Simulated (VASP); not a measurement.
# Ge2Sb2Te5 (Cm) in VASP: single point with RPBE+D3(BJ)

Aim: the single point of Ge2Sb2Te5 with RPBE+D3(BJ).

All numbers are computed with VASP 6.6.1; they aren't measurements. Logs are shortened: lines on timing, memory, paths and dates and some standing lists are left out, and cuts for length are marked.

### Step 1. The cell of the first run

The structure is monoclinic, space group Cm (No. 8). Conventional cell: a = 10.095 Å, b = 4.793 Å, c = 8.782 Å, α = 90.00°, β = 124.63°, γ = 90.00°. Te (site symmetry m) has 2 Ge at 2.87 Å and 8 Te at 2.93 to 3.37 Å and 4 Sb at 3.44 to 3.47 Å within 3.8 Å. Within 3.9 Å of Te (site symmetry m) lie 8 Te at 2.93 to 3.37 Å and 2 Sb at 2.94 to 2.96 Å and 4 Ge at 3.35 Å. Te (site symmetry m) has 4 Ge at 2.84 to 3.45 Å and 4 Sb at 2.91 to 3.18 Å and 6 Te at 3.00 to 3.50 Å within 3.7 Å. Within 3.8 Å of Te (site symmetry m) lie 2 Ge at 2.89 to 2.90 Å and 10 Te at 2.93 to 3.50 Å and 2 Sb at 3.05 to 3.07 Å. Within 3.8 Å of Te (site symmetry m) lie 4 Ge at 2.88 to 3.42 Å and 4 Sb at 2.89 to 3.17 Å and 6 Te at 2.97 to 3.47 Å. Within 3.7 Å of Sb (site symmetry m) lie 4 Ge at 2.84 to 3.51 Å and 8 Te at 2.91 to 3.47 Å and 2 Sb at 3.29 Å. Within 3.8 Å of Sb (site symmetry m) lie 4 Ge at 2.87 to 3.47 Å and 8 Te at 2.89 to 3.44 Å and 2 Sb at 3.29 Å. Ge (site symmetry m) has 8 Te at 2.84 to 3.42 Å and 4 Sb at 2.85 to 3.51 Å and 2 Ge at 3.49 Å within 3.7 Å.

### Step 2. Single point, RPBE+D3(BJ)

INCAR

```
SYSTEM = Ge2Sb2Te5
PREC = Accurate ; ENCUT = 520
EDIFF = 1E-7 ; ISMEAR = -1
SIGMA = 0.05 ; LREAL = .FALSE.
LASPH = .TRUE. ; NELM = 80
ALGO = Normal ; ISIF = 2
LWAVE = .FALSE. ; LCHARG = .TRUE.
GGA = RP ; IVDW = 12
LELF = .TRUE. ; LVHAR = .TRUE.
NBANDS = 44
```

KPOINTS

```
Automatic mesh
0
G
  5 5 4
  0 0 0
```

POSCAR

```
Ge2Sb2Te5
1.0
    7.2256983101     -2.3964120447     -0.0282735806
    7.2256983101      2.3964120447     -0.0282735806
   -7.2453867551      0.0000000000      5.0757098975
Te Sb Ge
5 2 2
Direct
    0.5341280087      0.5341280087      0.4660928492
    0.8664489468      0.8664489468      0.1333053377
   -0.1151907202     -0.1151907202     -0.1811312521
    0.1990363707      0.1990363707      0.7997728297
    0.5337104279      0.5337104279      0.8154796862
    0.8494410650      0.8494410650      0.4443864984
    0.1954666627      0.1954666627      0.4480473066
    0.2071797261      0.2071797261      0.1387525763
    0.5297795123      0.5297795123      0.1352941680
```

Potentials or basis: VASP PAW PBE potentials, release 64 (Te, Sb, Ge_d).

Run with:

```console
cat potpaw_PBE.64/Te/POTCAR potpaw_PBE.64/Sb/POTCAR potpaw_PBE.64/Ge_d/POTCAR > POTCAR
mpirun -np 1 vasp_std > vasp.out
```

OUTCAR:

```text
SYSTEM = Ge2Sb2Te5
   PREC = Accurate
   ENCUT = 520
   EDIFF = 1E-7
   ISMEAR = -1
   LREAL = .FALSE.
   LASPH = .TRUE.
   NELM = 80
   ISIF = 2
   GGA = RP
   IVDW = 12
 IVDW          = 12

 ion  position               nearest neighbor table
   1  0.534  0.534  0.466-   8 2.87   9 2.87   2 2.93   2 2.93   4 2.93   4 2.93   3 3.07   5 3.10
                             4 3.36   2 3.37   7 3.44   7 3.44   6 3.47   6 3.47
   2  0.866  0.866  0.133-   1 2.93   1 2.93   4 2.93   4 2.93   7 2.94   6 2.96   5 2.97   3 3.00
                             4 3.36   1 3.37
   3  0.885  0.885  0.819-   8 2.84   9 2.89   9 2.89   6 2.91   2 3.00   7 3.04   7 3.04   1 3.07
                             7 3.18   5 3.24   5 3.24   4 3.50   4 3.50
   4  0.199  0.199  0.800-   9 2.89   8 2.90   2 2.93   2 2.93   1 2.93   1 2.93   6 3.05   7 3.07
                             1 3.36   2 3.36   5 3.47   5 3.47   3 3.50   3 3.50
   5  0.534  0.534  0.815-   9 2.88   7 2.89   8 2.90   8 2.90   2 2.97   6 3.04   6 3.04   1 3.10
                             6 3.17   3 3.24   3 3.24   4 3.47   4 3.47
   6  0.849  0.849  0.444-   9 2.84   8 2.85   8 2.85   3 2.91   2 2.96   5 3.04   5 3.04   4 3.05
                             5 3.17   7 3.29   7 3.29   1 3.47   1 3.47
   7  0.195  0.195  0.448-   9 2.87   9 2.87   8 2.88   5 2.89   2 2.94   3 3.04   3 3.04   4 3.07
                             3 3.18   6 3.29   6 3.29   1 3.44   1 3.44
   8  0.207  0.207  0.139-   3 2.84   6 2.85   6 2.85   1 2.87   7 2.88   4 2.90   5 2.90   5 2.90

   9  0.530  0.530  0.135-   6 2.84   7 2.87   7 2.87   1 2.87   5 2.88   3 2.89   3 2.89   4 2.89

  Warning from LATTYP: Got some problem with cell dimensions!
  Tried to take original basis but could not verify dimensions!
  LATTYP: Found a base centered monoclinic cell.
 ALAT       =    10.0949494319
 B/A-ratio  =     0.4747744525
 C/A-ratio  =     0.8699120443
 COS(beta)  =    -0.5683416794

  Lattice vectors:

 A1 = (  -0.0196884450,  -2.3964120447,   5.0474363169)
 A2 = (  -0.0196884450,   2.3964120447,   5.0474363169)
 A3 = (  -7.2060098651,   0.0000000000,  -5.0191627363)

Analysis of symmetry for initial positions (statically):
=====================================================================
 Subroutine PRICEL returns:
 Original cell was already a primitive cell.

 Routine SETGRP: Setting up the symmetry group for a
 base centered monoclinic supercell.

 Subroutine GETGRP returns: Found  2 space group operations
 (whereof  2 operations were pure point group operations)
 out of a pool of  4 trial point group operations.

The static configuration has the point symmetry C_1h.

Analysis of symmetry for dynamics (positions and initial velocities):
=====================================================================
 Subroutine PRICEL returns:
 Original cell was already a primitive cell.

 Routine SETGRP: Setting up the symmetry group for a
 base centered monoclinic supercell.

 Subroutine GETGRP returns: Found  2 space group operations
 (whereof  2 operations were pure point group operations)
 out of a pool of  4 trial point group operations.

The dynamic configuration has the point symmetry C_1h.

 Subroutine INISYM returns: Found  2 space group operations
 (whereof  2 operations are pure point group operations),
 and found     1 'primitive' translations

----------------------------------------------------------------------------------------

                                     Primitive cell

  volume of cell :     174.7976

  direct lattice vectors                    reciprocal lattice vectors
     7.225698310 -2.396412045 -0.028273581     0.069586141 -0.208645254  0.099331623
     7.225698310  2.396412045 -0.028273581     0.069586141  0.208645254  0.099331623
    -7.245386755  0.000000000  5.075709898     0.000775241  0.000000000  0.198123404

  length of vectors
     7.612772567  7.612772567  8.846381192     0.241333471  0.241333471  0.198124920

  position of ions in fractional coordinates (direct lattice)
     0.534128009  0.534128009  0.466092849
     0.866448947  0.866448947  0.133305338
     0.884809280  0.884809280  0.818868748
     0.199036371  0.199036371  0.799772830
     0.533710428  0.533710428  0.815479686
     0.849441065  0.849441065  0.444386498
     0.195466663  0.195466663  0.448047307
     0.207179726  0.207179726  0.138752576
     0.529779512  0.529779512  0.135294168

  ion indices of the primitive-cell ions
   primitive index   ion index
                 1           1
                 2           2
                 3           3
                 4           4
                 5           5
                 6           6
                 7           7
                 8           8
                 9           9

----------------------------------------------------------------------------------------

 KPOINTS: Automatic mesh

Automatic generation of k-mesh.
 Grid dimensions read from file:
 generate k-points for:    5    5    4

 Generating k-lattice:

  Cartesian coordinates                     Fractional coordinates (reciprocal lattice)
     0.013917228 -0.041729051  0.019866325     0.200000000  0.000000000  0.000000000
     0.013917228  0.041729051  0.019866325     0.000000000  0.200000000  0.000000000
     0.000193810  0.000000000  0.049530851    -0.000000000 -0.000000000  0.250000000

  Length of vectors
     0.048266694  0.048266694  0.049531230

  Shift w.r.t. Gamma in fractional coordinates (k-lattice)
     0.000000000  0.000000000  0.000000000

 Subroutine IBZKPT returns following result:
 ===========================================

 Found     33 irreducible k-points:

 Following reciprocal coordinates:
            Coordinates               Weight
  0.000000  0.000000  0.000000      1.000000
  0.200000  0.000000 -0.000000      4.000000
  0.400000  0.000000  0.000000      4.000000
  0.200000  0.200000 -0.000000      2.000000
  0.400000  0.200000  0.000000      4.000000
 -0.400000  0.200000  0.000000      4.000000
[... 16 lines left out ...]
 -0.200000 -0.400000  0.250000      4.000000
 -0.200000 -0.200000  0.250000      2.000000
 [... further k-points ...]
   k-points           NKPTS =     33   k-points in BZ     NKDIM =     33   number of bands    NBANDS=     44
   number of dos      NEDOS =    301   number of ions     NIONS =      9
   total plane-waves  NPLWV = 252000
   dimension x,y,z NGX =    60 NGY =   60 NGZ =   70
   dimension x,y,z NGXF=   120 NGYF=  120 NGZF=  140
   ions per type =               5   2   2
   NGX,Y,Z   is equivalent  to a cutoff of  13.10, 13.10, 13.15 a.u.
   NGXF,Y,Z  is equivalent  to a cutoff of  26.21, 26.21, 26.31 a.u.
 SYSTEM =  Ge2Sb2Te5
   PREC   = accura    normal or accurate (medium, high low for compatibility)
   ISTART =      0    job   : 0-new  1-cont  2-samecut
   ICHARG =      2    charge: 1-file 2-atom 10-const
   ISPIN  =      1    spin polarized calculation?
   LNONCOLLINEAR =      F non collinear calculations
   LSORBIT =      F    spin-orbit coupling
   LASPH  =      T    aspherical Exc in radial PAW
   ENCUT  =  520.0 eV  38.22 Ry    6.18 a.u.  14.15 14.15 16.45*2*pi/ulx,y,z
   NELM   =     80;   NELMIN=  2; NELMDL= -5     # of ELM steps
   EDIFF  = 0.1E-06   stopping-criterion for ELM
   LREAL  =      F    real-space projection
   EDIFFG = 0.1E-05   stopping-criterion for IOM
   NSW    =      0    number of steps for IOM
   IBRION =     -1    ionic relax: 0-MD 1-quasi-New 2-CG
   NFREE  =      0    steps in history (QN), initial steepest desc. (CG)
   ISIF   =      2    stress and relaxation
   ISYM   =      2    0-nonsym 1-usesym 2-fastsym
   POTIM  = 0.5000    time-step for ionic-motion
   TEBEG  =    0.0;   TEEND  =   0.0 temperature during run
   PSTRESS=    0.0 pullay stress
   NELECT =      68.0000    total number of electrons
   NUPDOWN=      -1.0000    fix difference up-down
   EMIN   =  10.00;   EMAX   =-10.00  energy-range for DOS
   EFERMI =   0.00;   METHOD = LEGACY
   ISMEAR =    -1;   SIGMA  =   0.05  broadening in eV -4-tet -1-fermi 0-gaus
   EFERMI_NEDOS =   21; number of points for ismear=-14 and -15
   IALGO  =     38    algorithm
   IMIX   =      4    mixing-type and parameters
     AMIX     =   0.40;   BMIX     =  1.00
     AMIX_MAG =   1.60;   BMIX_MAG =  1.00
  volume/ion in A,a.u.               =      19.42       131.07
  Fermi-wavevector in a.u.,A,eV,Ry     =   1.195086  2.258386 19.432268  1.428231
  Thomas-Fermi vector in A             =   2.331060
   LORBIT       =      0    0 simple, 1 ext, 2 COOP (PROOUT), +10 PAW based schemes
   GGA     = RP    functional components
   LHFCALC =     F    Hartree Fock is set to
   AEXX    =    0.0000 exact exchange contribution
   IVDW    =    12    specifies the selected vdW correction
   LEPSILON=     F    determine dielectric tensor
   LRPA    =     F    only Hartree local field effects (RPA)
 non-spin polarized calculation
  energy-cutoff  :      520.00
  volume of cell :      174.80
 maximum number of plane-waves:      4728
 NGX is ok and might be reduce to    60
   NGX = 29   NGY = 29   NGZ = 33

 number of electron      68.0000000 magnetization

 Free energy of the ion-electron system (eV)
  ---------------------------------------------------
  ext. energy  EPLUGINS =         0.00000000
  ---------------------------------------------------
  free energy    TOTEN  =       -21.32450683 eV

  energy without entropy =      -21.28954622  energy(sigma->0) =      -21.30702653

 E-fermi :  12.5044     XC(G=0): -11.6477

 val. band max:       12.4881809958   @ k =   0.4000   0.0000   0.5000
 cond. band min:      12.5044544878   @ k =  -0.4000   0.2000   0.2500
 fundamental gap:      0.0162734920
 Fermi energy:        12.5044016772

 k-point     1 :       0.0000    0.0000    0.0000
  band No.  band energies     occupation
      1     -12.5878      2.00000
      2     -12.5802      2.00000
      3     -12.5787      2.00000
      4     -12.5729      2.00000
      5     -12.5695      2.00000
      6     -12.5672      2.00000
[... 36 lines left out ...]
     43      15.7164      0.00000
     44      16.5736      0.00000

 k-point     2 :       0.2000    0.0000   -0.0000
  band No.  band energies     occupation
      1     -12.5873      2.00000
      2     -12.5809      2.00000
      3     -12.5772      2.00000
      4     -12.5733      2.00000
      5     -12.5696      2.00000
      6     -12.5677      2.00000
[... 36 lines left out ...]
     43      16.6371      0.00000
     44      17.1777      0.00000

 k-point     3 :       0.4000    0.0000    0.0000
  band No.  band energies     occupation
      1     -12.5867      2.00000
      2     -12.5817      2.00000
      3     -12.5751      2.00000
      4     -12.5738      2.00000
      5     -12.5696      2.00000
      6     -12.5688      2.00000
[... 36 lines left out ...]
     43      16.1217      0.00000
     44      16.4009      0.00000

 k-point     4 :       0.2000    0.2000   -0.0000
  band No.  band energies     occupation
      1     -12.5879      2.00000
      2     -12.5801      2.00000
      3     -12.5788      2.00000
      4     -12.5729      2.00000
      5     -12.5693      2.00000
      6     -12.5670      2.00000
[... 882 lines left out ...]
     43      16.5813      0.00000
     44      16.8161      0.00000

 k-point    23 :      -0.2000   -0.4000    0.2500
  band No.  band energies     occupation
      1     -12.5874      2.00000
      2     -12.5810      2.00000
      3     -12.5774      2.00000
      4     -12.5734      2.00000
      5     -12.5695      2.00000
      6     -12.5677      2.00000
[... 36 lines left out ...]
     43      16.9732      0.00000
     44      17.1015      0.00000

 k-point    24 :      -0.2000   -0.2000    0.2500
  band No.  band energies     occupation
      1     -12.5878      2.00000
      2     -12.5802      2.00000
      3     -12.5787      2.00000
      4     -12.5730      2.00000
      5     -12.5693      2.00000
      6     -12.5671      2.00000
[... 36 lines left out ...]
     43      16.5514      0.00000
     44      16.6679      0.00000

 [... further k-points ...]

------------------------ aborting loop because EDIFF is reached ----------------------------------------

 Edisp (eV)  -30.07546

 E6    (eV) :    -9.9658

 E8    (eV) :   -20.1096

  FORCE on cell =-STRESS in cart. coord.  units (eV):
  Direction    XX          YY          ZZ          XY          YZ          ZX
  --------------------------------------------------------------------------------------
  -------------------------------------------------------------------------------------
  Total      -0.12011    -0.14571    -0.14452     0.00000     0.00000     0.00424
  in kB      -1.10094    -1.33553    -1.32467     0.00000     0.00000     0.03890
  external pressure =       -1.25 kB  Pullay stress =        0.00 kB

 VOLUME and BASIS-vectors are now :
 -----------------------------------------------------------------------------
  energy-cutoff  :      520.00
  volume of cell :      174.80
      direct lattice vectors                 reciprocal lattice vectors
     7.225698310 -2.396412045 -0.028273581     0.069586141 -0.208645254  0.099331623
     7.225698310  2.396412045 -0.028273581     0.069586141  0.208645254  0.099331623
    -7.245386755  0.000000000  5.075709898     0.000775241  0.000000000  0.198123404

 POSITION                                       TOTAL-FORCE (eV/Angst)
 -----------------------------------------------------------------------------------
      4.34187      0.00000      2.33555        -0.008397      0.000000      0.008343
     11.55555      0.00000      0.62762         0.001219      0.000000     -0.006375
      6.85371      0.00000      4.10631        -0.011747      0.000000      0.000971
     -2.91831      0.00000      4.04816         0.004982      0.000000     -0.006542
      1.80440      0.00000      4.10896         0.009775      0.000000      0.000035
      9.05586      0.00000      2.20754         0.007620      0.000000      0.003517
     -0.42151      0.00000      2.26311        -0.004430      0.000000      0.001225
      1.98872      0.00000      0.69255         0.006929      0.000000     -0.001703
      6.67580      0.00000      0.65676        -0.005951      0.000000      0.000530
 -----------------------------------------------------------------------------------
    total drift:                                0.000622      0.000000     -0.000362

  FREE ENERGIE OF THE ION-ELECTRON SYSTEM (eV)
  ---------------------------------------------------
  free  energy   TOTEN  =       -51.3999691764 eV

  energy  without entropy=      -51.3650085689  energy(sigma->0) =      -51.38248887
```

It took 13 min on 1 thread of Intel Xeon Platinum 8488C (Sapphire Rapids), shared host; peak memory 0.66 GiB.

What came out:

```
Free energy                : -51.4000 eV
Pressure                   : -0.1 GPa
Largest force              : 0.012 eV/Å
Band gap on the k mesh     : zero (bands 34 and 35 overlap by 2.07 eV)
Dispersion energy per atom : -3.342 eV
```

Forces on the atoms (eV/Å):
```
Te  -0.008  0.000  0.008
Te   0.001  0.000 -0.006
Te  -0.012  0.000  0.001
Te   0.005  0.000 -0.007
Te   0.010  0.000  0.000
Sb   0.008  0.000  0.004
Sb  -0.004  0.000  0.001
Ge   0.007  0.000 -0.002
Ge  -0.006  0.000  0.001
```

Levels at points of the mesh, in eV from the Fermi level:
| k point | band 32 | band 33 | band 34 | band 35 | band 36 | band 37 |
| --- | --- | --- | --- | --- | --- | --- |
| (0.00, 0.00, 0.00) | -1.90 | -1.70 | -1.40 | -1.39 | 1.71 | 1.86 |
| (0.00, 0.00, 0.50) | -1.58 | -1.51 | -1.37 | -0.88 | -0.62 | -0.18 |

Caveat: the PAW data sets were made with another functional, which shifts forces and pressure a little; spin-orbit coupling is left out, which moves the levels of the heavy elements.
